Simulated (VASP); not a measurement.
# CaC2 (I4/mmm) in VASP: notebook, part 2 of 2

VASP 6.6.1.

## (4) Single point, LDA (strain -0.025 along x and y, +0.025 along z)

Contents of INCAR:

```
PREC = Accurate ; ENCUT = 520
EDIFF = 1E-6 ; ISMEAR = 0
SIGMA = 0.05 ; LREAL = False
LASPH = True ; NELM = 60
ALGO = Normal ; ISIF = 2
LWAVE = False ; LCHARG = True
LELF = True ; LVHAR = True
NBANDS = 16
```

Contents of KPOINTS:

```
Automatic mesh
0
Gamma
  10 10 10
```

Contents of POSCAR:

```
CaC2
1.0
   -1.8859411344      1.8859411344      3.2821640236
    1.8859411344     -1.8859411344      3.2821640236
    1.8859411344      1.8859411344     -3.2821640236
Ca C
1 2
Direct
    0.0000000000      0.0000000000      0.0000000000
    0.5978927200      0.5978927200      0.0000000000
    0.4021072800      0.4021072800      0.0000000000
```

Potentials or basis: VASP PAW LDA potentials, release 64 (Ca_sv, C).

Launch:

```sh
> cat potpaw_LDA.64/Ca_sv/POTCAR potpaw_LDA.64/C/POTCAR > POTCAR
> mpirun -np 1 vasp_std > vasp.out
```

OUTCAR:

```text
PREC = Accurate
   ENCUT = 520
   EDIFF = 1E-6
   ISMEAR = 0
   LREAL = False
   LASPH = True
   NELM = 60
   ISIF = 2

 ion  position               nearest neighbor table
   1  0.000  0.000  0.000-
   2  0.598  0.598  0.000-   3 1.29
   3  0.402  0.402  0.000-   2 1.29

  LATTYP: Found a body centered tetragonal cell.
 ALAT       =     3.7718822688
 C/A-ratio  =     1.7403321682

  Lattice vectors:

 A1 = (  -1.8859411344,   1.8859411344,   3.2821640236)
 A2 = (   1.8859411344,  -1.8859411344,   3.2821640236)
 A3 = (   1.8859411344,   1.8859411344,  -3.2821640236)

Analysis of symmetry for initial positions (statically):
=====================================================================
 Subroutine PRICEL returns:
 Original cell was already a primitive cell.

 Routine SETGRP: Setting up the symmetry group for a
 body centered tetragonal supercell.

 Subroutine GETGRP returns: Found 16 space group operations
 (whereof 16 operations were pure point group operations)
 out of a pool of 16 trial point group operations.

The static configuration has the point symmetry D_4h.

Analysis of symmetry for dynamics (positions and initial velocities):
=====================================================================
 Subroutine PRICEL returns:
 Original cell was already a primitive cell.

 Routine SETGRP: Setting up the symmetry group for a
 body centered tetragonal supercell.

 Subroutine GETGRP returns: Found 16 space group operations
 (whereof 16 operations were pure point group operations)
 out of a pool of 16 trial point group operations.

The dynamic configuration has the point symmetry D_4h.

 Subroutine INISYM returns: Found 16 space group operations
 (whereof 16 operations are pure point group operations),
 and found     1 'primitive' translations

----------------------------------------------------------------------------------------

                                     Primitive cell

  volume of cell :      46.6957

  direct lattice vectors                    reciprocal lattice vectors
    -1.885941134  1.885941134  3.282164024     0.000000000  0.265119622  0.152338517
     1.885941134 -1.885941134  3.282164024     0.265119622  0.000000000  0.152338517
     1.885941134  1.885941134 -3.282164024     0.265119622  0.265119622  0.000000000

  length of vectors
     4.229201887  4.229201887  4.229201887     0.305770237  0.305770237  0.374935765

  position of ions in fractional coordinates (direct lattice)
     0.000000000  0.000000000  0.000000000
     0.597892720  0.597892720  0.000000000
     0.402107280  0.402107280  0.000000000

  ion indices of the primitive-cell ions
   primitive index   ion index
                 1           1
                 2           2
                 3           3

----------------------------------------------------------------------------------------

 KPOINTS: Automatic mesh

Automatic generation of k-mesh.
 Grid dimensions read from file:
 generate k-points for:   10   10   10

 Generating k-lattice:

  Cartesian coordinates                     Fractional coordinates (reciprocal lattice)
     0.000000000  0.026511962  0.015233852     0.100000000  0.000000000  0.000000000
     0.026511962  0.000000000  0.015233852     0.000000000  0.100000000  0.000000000
     0.026511962  0.026511962  0.000000000     0.000000000  0.000000000  0.100000000

  Length of vectors
     0.030577024  0.030577024  0.037493576

  Shift w.r.t. Gamma in fractional coordinates (k-lattice)
     0.000000000  0.000000000  0.000000000

 Subroutine IBZKPT returns following result:
 ===========================================

 Found    102 irreducible k-points:

 Following reciprocal coordinates:
            Coordinates               Weight
  0.000000  0.000000  0.000000      1.000000
  0.100000  0.000000  0.000000      8.000000
  0.200000  0.000000  0.000000      8.000000
  0.300000 -0.000000  0.000000      8.000000
  0.400000  0.000000  0.000000      8.000000
  0.500000  0.000000  0.000000      4.000000
[... 16 lines left out ...]
  0.300000  0.300000  0.000000      8.000000
  0.400000  0.300000  0.000000     16.000000
 [... further k-points ...]
   k-points           NKPTS =    102   k-points in BZ     NKDIM =    102   number of bands    NBANDS=     16
   number of dos      NEDOS =    301   number of ions     NIONS =      3
   total plane-waves  NPLWV =  32768
   dimension x,y,z NGX =    32 NGY =   32 NGZ =   32
   dimension x,y,z NGXF=    64 NGYF=   64 NGZF=   64
   ions per type =               1   2
   NGX,Y,Z   is equivalent  to a cutoff of  12.58, 12.58, 12.58 a.u.
   NGXF,Y,Z  is equivalent  to a cutoff of  25.16, 25.16, 25.16 a.u.
 SYSTEM =  unknown system
   PREC   = accura    normal or accurate (medium, high low for compatibility)
   ISTART =      0    job   : 0-new  1-cont  2-samecut
   ICHARG =      2    charge: 1-file 2-atom 10-const
   ISPIN  =      1    spin polarized calculation?
   LNONCOLLINEAR =      F non collinear calculations
   LSORBIT =      F    spin-orbit coupling
   LASPH  =      T    aspherical Exc in radial PAW
   ENCUT  =  520.0 eV  38.22 Ry    6.18 a.u.   7.86  7.86  7.86*2*pi/ulx,y,z
   NELM   =     60;   NELMIN=  2; NELMDL= -5     # of ELM steps
   EDIFF  = 0.1E-05   stopping-criterion for ELM
   LREAL  =      F    real-space projection
   EDIFFG = 0.1E-04   stopping-criterion for IOM
   NSW    =      0    number of steps for IOM
   IBRION =     -1    ionic relax: 0-MD 1-quasi-New 2-CG
   NFREE  =      0    steps in history (QN), initial steepest desc. (CG)
   ISIF   =      2    stress and relaxation
   ISYM   =      2    0-nonsym 1-usesym 2-fastsym
   POTIM  = 0.5000    time-step for ionic-motion
   TEBEG  =    0.0;   TEEND  =   0.0 temperature during run
   PSTRESS=    0.0 pullay stress
   NELECT =      18.0000    total number of electrons
   NUPDOWN=      -1.0000    fix difference up-down
   EMIN   =  10.00;   EMAX   =-10.00  energy-range for DOS
   EFERMI =   0.00;   METHOD = LEGACY
   ISMEAR =     0;   SIGMA  =   0.05  broadening in eV -4-tet -1-fermi 0-gaus
   EFERMI_NEDOS =   21; number of points for ismear=-14 and -15
   IALGO  =     38    algorithm
   IMIX   =      4    mixing-type and parameters
     AMIX     =   0.40;   BMIX     =  1.00
     AMIX_MAG =   1.60;   BMIX_MAG =  1.00
  volume/ion in A,a.u.               =      15.57       105.04
  Fermi-wavevector in a.u.,A,eV,Ry     =   1.191444  2.251502 19.313985  1.419538
  Thomas-Fermi vector in A             =   2.327505
   LORBIT       =      0    0 simple, 1 ext, 2 COOP (PROOUT), +10 PAW based schemes
   GGA     = CA    functional components
   LHFCALC =     F    Hartree Fock is set to
   AEXX    =    0.0000 exact exchange contribution
   IVDW    =     0    specifies the selected vdW correction
   LEPSILON=     F    determine dielectric tensor
   LRPA    =     F    only Hartree local field effects (RPA)
 non-spin polarized calculation
 Gauss-broadening in eV      SIGMA  =   0.05
  energy-cutoff  :      520.00
  volume of cell :       46.70
 maximum number of plane-waves:      1274
   NGX = 15   NGY = 15   NGZ = 15

 number of electron      17.9999998 magnetization

 Free energy of the ion-electron system (eV)
  ---------------------------------------------------
  ext. energy  EPLUGINS =         0.00000000
  ---------------------------------------------------
  free energy    TOTEN  =       -22.09617240 eV

  energy without entropy =      -22.09617240  energy(sigma->0) =      -22.09617240

 E-fermi :   1.9488     XC(G=0):  -9.9536

 val. band max:        1.6255396027   @ k =   0.5000   0.5000   0.5000
 cond. band min:       2.4263230091   @ k =   0.5000   0.5000   0.0000
 fundamental gap:      0.8007834065
 Fermi energy:         1.9487617300

 k-point     1 :       0.0000    0.0000    0.0000
  band No.  band energies     occupation
      1     -36.9675      2.00000
      2     -18.2695      2.00000
      3     -18.2695      2.00000
      4     -18.1738      2.00000
      5     -11.2680      2.00000
      6      -1.3226      2.00000
[... 8 lines left out ...]
     15      10.5928      0.00000
     16      10.5928      0.00000
[... 419 lines left out ...]
 k-point    24 :       0.4000    0.3000    0.0000
  band No.  band energies     occupation
      1     -36.9478      2.00000
      2     -18.4145      2.00000
      3     -18.3602      2.00000
      4     -18.2117      2.00000
      5     -10.8107      2.00000
      6      -2.3376      2.00000
[... 8 lines left out ...]
     15       9.5637      0.00000
     16       9.7821      0.00000

 [... further k-points ...]
[... 5 lines left out ...]
  --------------------------------------------------------------------------------------
  -------------------------------------------------------------------------------------
  Total       -0.2568546     -0.2568546     -4.9452714      0.0000000      0.0000000      0.0000000
  in kB       -8.8129522     -8.8129522   -169.6774691      0.0000000      0.0000000      0.0000000
  external PRESSURE =     -62.4344578 kB  Pullay stress =       0.0000000 kB

 VOLUME and BASIS-vectors are now :
 -----------------------------------------------------------------------------
  energy-cutoff  :      520.00
  volume of cell :       46.70
      direct lattice vectors                 reciprocal lattice vectors
    -1.885941134  1.885941134  3.282164024     0.000000000  0.265119622  0.152338517
     1.885941134 -1.885941134  3.282164024     0.265119622  0.000000000  0.152338517
     1.885941134  1.885941134 -3.282164024     0.265119622  0.265119622  0.000000000

 POSITION                                       TOTAL-FORCE (eV/Angst)
 -----------------------------------------------------------------------------------
      0.00000      0.00000      0.00000         0.000000      0.000000      0.000000
      0.00000      0.00000      3.92476        -0.000000     -0.000000     -1.954098
      0.00000      0.00000      2.63956        -0.000000     -0.000000      1.954098
 -----------------------------------------------------------------------------------
    total drift:                                0.000000      0.000000      0.000000

  FREE ENERGIE OF THE ION-ELECTRON SYSTEM (eV)
  ---------------------------------------------------
  free  energy   TOTEN  =       -22.0961724013 eV

  energy  without entropy=      -22.0961724013  energy(sigma->0) =      -22.09617240
```

OSZICAR:

```text
N       E                     dE             d eps       ncg     rms          rms(c)
DAV:   1     0.113288636703E+03    0.11329E+03   -0.89255E+03  3264   0.107E+03
DAV:   2    -0.188349459812E+02   -0.13212E+03   -0.12691E+03  4248   0.265E+02
DAV:   3    -0.243149755015E+02   -0.54800E+01   -0.54595E+01  4136   0.536E+01
DAV:   4    -0.245461188784E+02   -0.23114E+00   -0.23106E+00  5232   0.935E+00
DAV:   5    -0.245485429022E+02   -0.24240E-02   -0.24239E-02  4136   0.877E-01    0.865E+00
DAV:   6    -0.223010571311E+02    0.22475E+01   -0.48592E+00  3768   0.114E+01    0.411E+00
DAV:   7    -0.221107625395E+02    0.19029E+00   -0.13094E+00  4784   0.576E+00    0.162E+00
DAV:   8    -0.221036937249E+02    0.70688E-02   -0.19606E-01  4040   0.274E+00    0.451E-01
DAV:   9    -0.220959562060E+02    0.77375E-02   -0.32688E-02  4184   0.105E+00    0.114E-01
DAV:  10    -0.220961791517E+02   -0.22295E-03   -0.29382E-03  4936   0.338E-01    0.622E-02
DAV:  11    -0.220962219587E+02   -0.42807E-04   -0.12112E-04  4696   0.697E-02    0.485E-02
DAV:  12    -0.220961728512E+02    0.49108E-04   -0.15423E-04  4264   0.858E-02    0.903E-03
DAV:  13    -0.220961724684E+02    0.38281E-06   -0.23849E-05  4720   0.294E-02    0.490E-03
DAV:  14    -0.220961724013E+02    0.67040E-07   -0.87910E-07  2624   0.747E-03
   1 F= -.22096172E+02 E0= -.22096172E+02  d E =-.200335E-22
```

stdout:

```text
POSCAR found type information on POSCAR CaC
 POSCAR found :  2 types and       3 ions
 scaLAPACK will be used
 LDA part: xc-table for (Slater(with rela. corr.)+CA(PZ))
 , standard interpolation
 POSCAR, INCAR and KPOINTS ok, starting setup
 FFT: planning ... GRIDC
 FFT: planning ... GRID_SOFT
 FFT: planning ... GRID
 WAVECAR not read
 entering main loop
```

Run time: 75 s. Hardware: 1 thread of Intel Xeon Platinum 8259CL at 2.50GHz (Skylake/Cascade Lake), shared host; peak memory 0.2 GiB.

What came out:

```
Free energy            : -22.0962 eV
Pressure               : -6.2 GPa
Largest force          : 1.954 eV/Å
Band gap on the k mesh : 0.80 eV, indirect (least direct gap 1.94 eV)
```

Forces on the atoms (eV/Å):
```
Ca   0.000  0.000  0.000
C    0.000  0.000 -1.954
C    0.000  0.000  1.954
```

Caveat: the cell differs from its parent crystal (strain -0.025 along x and y, +0.025 along z); forces of over 1 eV/Å act on the atoms, so gaps and moduli don't describe the material at rest. A k mesh can miss the band edges.

## (5) Single point, LDA (strain -0.025 along x and y, +0.050 along z)

INCAR, as its differences from that of step 4:

```diff
@@ -3,3 +3,3 @@
 SIGMA = 0.05 ; LREAL = False
-LASPH = True ; NELM = 60
+LASPH = True ; NELM = 80
 ALGO = Normal ; ISIF = 2
```

KPOINTS is that of step 4.

Contents of POSCAR:

```
CaC2
1.0
   -1.8859411344      1.8859411344      3.3622168046
    1.8859411344     -1.8859411344      3.3622168046
    1.8859411344      1.8859411344     -3.3622168046
Ca C
1 2
Direct
    0.0000000000      0.0000000000      0.0000000000
    0.5978927200      0.5978927200      0.0000000000
    0.4021072800      0.4021072800      0.0000000000
```

Launch:

```sh
> cat potpaw_LDA.64/Ca_sv/POTCAR potpaw_LDA.64/C/POTCAR > POTCAR
> mpirun -np 1 vasp_std > vasp.out
```

Run time: 79 s. Hardware: 1 thread of Intel Xeon Platinum 8259CL at 2.50GHz (Skylake/Cascade Lake), shared host; peak memory 0.2 GiB.

The run converged. Its results:

| Quantity | Value |
| --- | --- |
| Free energy | -21.9388 eV |
| Pressure | -9.8 GPa |
| Largest force | 3.645 eV/Å |
| Band gap on the k mesh | 0.70 eV, indirect (least direct gap 1.84 eV) |

Forces on the atoms (eV/Å):
```
Ca   0.000  0.000  0.000
C    0.000  0.000 -3.645
C    0.000  0.000  3.645
```

Stress tensor (GPa, compression positive):
```
 -1.16   0.00   0.00
  0.00  -1.16   0.00
  0.00   0.00 -27.03
```

Levels at points of the mesh, in eV from the valence-band top:
| k point | band 7 | band 8 | band 9 | band 10 | band 11 | band 12 |
| --- | --- | --- | --- | --- | --- | --- |
| (0.00, 0.00, 0.00) | -2.64 | -1.04 | -1.04 | 2.79 | 2.79 | 3.67 |
| (0.50, 0.00, 0.00) | -2.70 | -1.98 | -1.14 | 4.16 | 5.26 | 5.74 |
| (0.50, 0.50, 0.00) | -2.84 | -1.79 | -1.13 | 0.70 | 4.50 | 6.27 |
| (0.50, 0.50, 0.50) | -1.61 | -1.61 | 0.00 | 2.80 | 5.62 | 5.62 |

Caveat: the cell differs from its parent crystal (strain -0.025 along x and y, +0.050 along z); forces of over 1 eV/Å act on the atoms, so gaps and moduli don't describe the material at rest. A k mesh can miss the band edges.

## (6) The runs side by side

```csv
cell,gap on the mesh (eV),pressure (GPa),largest force (eV/Å)
"a = 4.167 Å, angles 126.2, 126.2, 79.6°, 3 atoms",0.91,-1.8,0.10
"a = 4.151 Å, angles 124.5, 124.5, 82.4°, 3 atoms",1.26,1.2,2.65
"a = 4.229 Å, angles 127.0, 127.0, 78.2°, 3 atoms",0.80,-6.2,1.95
"a = 4.292 Å, angles 127.9, 127.9, 76.8°, 3 atoms",0.70,-9.8,3.65
```

Alike in all rows: task single point; level LDA; potentials or basis VASP PAW LDA potentials, release 64 (Ca_sv, C); no spin polarisation; k mesh 10 × 10 × 10; cutoff (eV) 520; smearing gaussian 0.05 eV.

Caveats: forces of over 1 eV/Å act on the atoms, so gaps and moduli don't describe the material at rest (some runs).

Total energies depend on the potentials used, so only differences within one code and one set of settings carry meaning.
